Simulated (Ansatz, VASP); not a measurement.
ReP2 in VASP and in Ansatz

Contents of INCAR:

```
SYSTEM = ReP2
  PREC = Accurate
  ENCUT = 600
  EDIFF = 1E-6
  ISMEAR = 0
  SIGMA = 0.1
  LREAL = .False.
  LASPH = .True.
  NELM = 100
  ALGO = Normal
  ISIF = 3
  LWAVE = .False.
  LCHARG = .False.
  GGA = PE
  IBRION = 2
  NSW = 90
  EDIFFG = -0.04
```

Contents of KPOINTS:

```
Automatic mesh
0
Gamma
  6 6 4
  0 0 0
```

The input POSCAR:

```
ReP2
1.0
    2.9723298100      0.0000000000      0.0000000000
    0.0000000000      2.9723298100      0.0000000000
    0.0000000000      0.0000000000      5.6629441700
Re P
1 2
Direct
    0.0000000000      0.0000000000      0.0000000000
    0.5000000000      0.5000000000      0.7286017500
    0.5000000000      0.5000000000      0.2713982500
```

Input for Ansatz:

```yaml
crystal:
  lattice:
    - [2.97232981, 0.0, 0.0]
    - [0.0, 2.97232981, 0.0]
    - [0.0, 0.0, 5.66294417]
  atoms:
    - { symbol: Re, position: [0.0, 0.0, 0.0] }
    - { symbol: P, position: [0.5, 0.5, 0.72860175] }
    - { symbol: P, position: [0.5, 0.5, 0.27139825] }
basis:
  ecutwfc: 420
kpoints:
  mp_grid: { grid: [6, 6, 4] }
hamiltonian:
  xc: pbe
scf:
  occupations: { method: gaussian, width: 0.1 }
  lower_state_search: "off"
output:
  forces: true
  stress: true
  eigenvalues: true
relax:
  adjacent_minimum: "off"
  f_tol: 0.04
  max_steps: 70
  cell: { stress_tol: 0.4 }
```

Change from the starting cell: species swapped into the FeSi2 type (P4/mmm, No. 123).

Alike in both runs: task relaxation of cell and atoms; functional PBE; k mesh 6 × 6 × 4; occupations gaussian, width 0.1 eV; no spin polarisation.

```csv
,VASP,Ansatz
version,VASP 6.6.1,Ansatz 0.2.0
potentials or method,"VASP PAW PBE potentials, release 64 (Re, P), cutoff 600 eV","scalar-relativistic, plane waves, PAW"
valence electrons in the cell,17,25
```

|  | VASP | Ansatz | Ansatz less VASP |
| --- | --- | --- | --- |
| gap on the k mesh at the Fermi level, each at its own relaxed structure (eV) | none | none | - |
| relaxed volume (Å³/atom) | 16.24 | 16.16 | -0.078 |
| relaxed cell length with the largest relative difference (Å) | 5.484 | 5.458 | -0.0259 |

A gap of «none» marks a metal or a gap that the smearing closes. VASP's potentials hold 17 valence electrons a cell and Ansatz's 25, so a difference there can come from the potentials and not from the codes.

Neither program's run includes spin-orbit coupling.
